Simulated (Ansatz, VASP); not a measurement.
**One calculation of TaSi3, two programs**

INCAR

```
  ALGO = Normal
  EDIFF = 1E-6
  ENCUT = 520
  GGA = PE
  ISIF = 2
  ISMEAR = 0
  LASPH = True
  LCHARG = False
  LREAL = False
  LWAVE = False
  NBANDS = 20
  NELM = 60
  PREC = Accurate
  SIGMA = 0.1
```

File KPOINTS:

```
k-points
0
Gamma
  6 6 6
```

POSCAR

```
TaSi3
1.0
    3.9139849964      0.0000000000      0.0000000000
    0.0000000000      3.9139849964      0.0000000000
    0.0000000000      0.0000000000      3.9139849964
Ta Si
1 3
Direct
    0.0000000000      0.0000000000      0.0000000000
    0.0000000000      0.5000000000      0.5000000000
    0.5000000000      0.0000000000      0.5000000000
    0.5000000000      0.5000000000      0.0000000000
```

Input for Ansatz:

```yaml
crystal:
  lattice:
    - [3.9139849964, 0.0, 0.0]
    - [0.0, 3.9139849964, 0.0]
    - [0.0, 0.0, 3.9139849964]
  atoms:
    - { symbol: Ta, position: [0.0, 0.0, 0.0] }
    - { symbol: Si, position: [0.0, 0.5, 0.5] }
    - { symbol: Si, position: [0.5, 0.0, 0.5] }
    - { symbol: Si, position: [0.5, 0.5, 0.0] }
basis:
  ecutwfc: 420
kpoints:
  mp_grid: { grid: [6, 6, 6] }
hamiltonian:
  xc: pbe
scf:
  occupations: { method: gaussian, width: 0.1 }
  lower_state_search: "off"
output:
  forces: true
  stress: true
  eigenvalues: true
```

Alike in both runs: task single point; functional PBE; k mesh 6 × 6 × 6; occupations gaussian, width 0.1 eV; no spin polarisation.

```csv
,VASP,Ansatz
version,VASP 6.6.1,Ansatz 0.2.0
potentials or method,"VASP PAW PBE potentials, release 64 (Ta_pv, Si), cutoff 520 eV","scalar-relativistic, plane waves, PAW"
valence electrons in the cell,23,25
```

```csv
,VASP,Ansatz,Ansatz less VASP
gap on the k mesh at the Fermi level (eV),none,none,-
pressure (GPa),-2.1,-2.1,-0.06
```

A gap of «none» marks a metal or a gap that the smearing closes. With one functional, cell and mesh, what is left measures potentials, basis and numerics. VASP's potentials hold 23 valence electrons a cell and Ansatz's 25, so a difference there can come from the potentials and not from the codes.

Spin-orbit coupling is off throughout.
